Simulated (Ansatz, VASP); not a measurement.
**S in VASP and in Ansatz**

The input INCAR:

```
SYSTEM = S
ALGO = Normal
EDIFF = 1E-7
ENCUT = 520
GGA = PS
ISIF = 2
ISMEAR = -1
LASPH = .True.
LCHARG = .False.
LREAL = .False.
LWAVE = .False.
NBANDS = 9
NELM = 100
PREC = Accurate
SIGMA = 0.05
```

File KPOINTS:

```
k-points
0
Gamma
  16 16 16
  0 0 0
```

POSCAR

```
S
1.0
    2.5392827110      0.0000000000      0.0000000000
    0.0000000000      2.5392827110      0.0000000000
    0.0000000000      0.0000000000      2.5392827110
S
1
Direct
    0.0000000000      0.0000000000      0.0000000000
```

Input for Ansatz:

```yaml
crystal:
  lattice:
    - [2.539282711, 0.0, 0.0]
    - [0.0, 2.539282711, 0.0]
    - [0.0, 0.0, 2.539282711]
  atoms:
    - { symbol: S, position: [0.0, 0.0, 0.0] }
kpoints:
  mp_grid: { grid: [16, 16, 16] }
  band_path:
    path:
      - [0.0, 0.0, 0.0]
      - [0.0, 0.5, 0.0]
      - [0.5, 0.5, 0.0]
      - [0.0, 0.0, 0.0]
      - [0.5, 0.5, 0.5]
      - [0.0, 0.5, 0.0]
      - [0.5, 0.5, 0.5]
      - [0.5, 0.5, 0.0]
    npoints: 14
scf:
  occupations: { method: fermi_dirac, width: 0.05 }
hamiltonian:
  xc: pbesol
  pseudopotentials: { kind: all_electron, lapw: { basis_error: 0.001 } }
output:
  forces: true
  stress: true
  eigenvalues: true
  populations: true
  dos: { projected: true, de: 0.2, e_range: [-14, 8] }
```

Alike in both runs: task single point; functional PBEsol; k mesh 16 × 16 × 16; occupations fermi-dirac, width 0.05 eV; no spin polarisation.

|  | VASP | Ansatz |
| --- | --- | --- |
| version | VASP 6.6.1 | Ansatz 0.2.0 |
| potentials or method | VASP PAW PBE potentials, release 64 (S), cutoff 520 eV | all-electron LAPW, scalar-relativistic |

|  | VASP | Ansatz | Ansatz less VASP |
| --- | --- | --- | --- |
| pressure (GPa) | 0.1 | 0.0 | -0.06 |

VASP's potentials were made for PBE, not for PBEsol. Ansatz ran all-electron here, and VASP with PAW potentials.
